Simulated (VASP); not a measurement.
Input of a VASP 6.6.1 run:

File INCAR:

```
PREC     = Accurate       # precision mode
ENCUT    = 520            # plane-wave cutoff, eV
EDIFF    = 1E-6           # SCF threshold, eV
ISMEAR   = 0              # smearing method
SIGMA    = 0.02           # smearing width, eV
LREAL    = Auto         
LASPH    = True           # aspherical terms in the spheres
NELM     = 60             # most SCF steps
ALGO     = Normal         # electronic algorithm
ISIF     = 2              # what is computed and relaxed
LWAVE    = False          # write WAVECAR
LCHARG   = False          # write CHGCAR
GGA      = PE             # functional
NBANDS   = 52             # bands
```

KPOINTS

```
regular mesh
0
Gamma
  2 2 2
```

Contents of POSCAR:

```
TiSi16
1.0
    0.0000000000      5.4300000000      5.4300000000
    5.4300000000      0.0000000000      5.4300000000
    5.4300000000      5.4300000000      0.0000000000
Si Ti
16 1
Direct
   -0.0018063536     -0.0006417127     -0.0080056169
    0.1342634438      0.1353290055      0.0957361878
    0.0117680479      0.0122906998      0.4639833333
    0.1156522099      0.1156787293      0.6164081952
   -0.0016639042      0.5110753223     -0.0081841621
    0.1193930939      0.6257741252      0.1295873849
   -0.0188174954      0.5085918969      0.5019697974
    0.1158674954      0.6527361878      0.6159881215
    0.5097704420     -0.0012080110     -0.0067258748
    0.6246562615      0.1197398711      0.1309562615
    0.5085469613     -0.0197699816      0.5033441989
    0.6523916206      0.1150638122      0.6177623389
    0.4902174954      0.4906526703      0.0288751381
    0.6248216390      0.6252448435      0.1306369245
    0.5087621547      0.5082435543      0.5029824125
    0.6148718232      0.6135979742      0.6577554328
    0.2733943831      0.2734361878      0.6800848066
```

Potentials or basis: VASP PAW PBE potentials, release 64 (Si, Ti_sv).

Command:

```sh
$ cat potpaw_PBE.64/Si/POTCAR potpaw_PBE.64/Ti_sv/POTCAR > POTCAR
$ mpirun -np 1 vasp_std > vasp.out
```

Problem. Estimate the largest force.

Solution. 2.229 eV/Å.

Problem. What does it give for the band gap on the k mesh?

Solution. Zero (bands 38 and 39 overlap by 0.28 eV).

Problem. What does it give for the pressure?

Solution. 4.3 GPa.

Stress tensor (GPa, compression positive):
```
 4.32 -0.32  0.31
-0.32  4.31  0.33
 0.31  0.33  4.32
```

Caveat: the k points lie up to 0.50 Å⁻¹ apart.
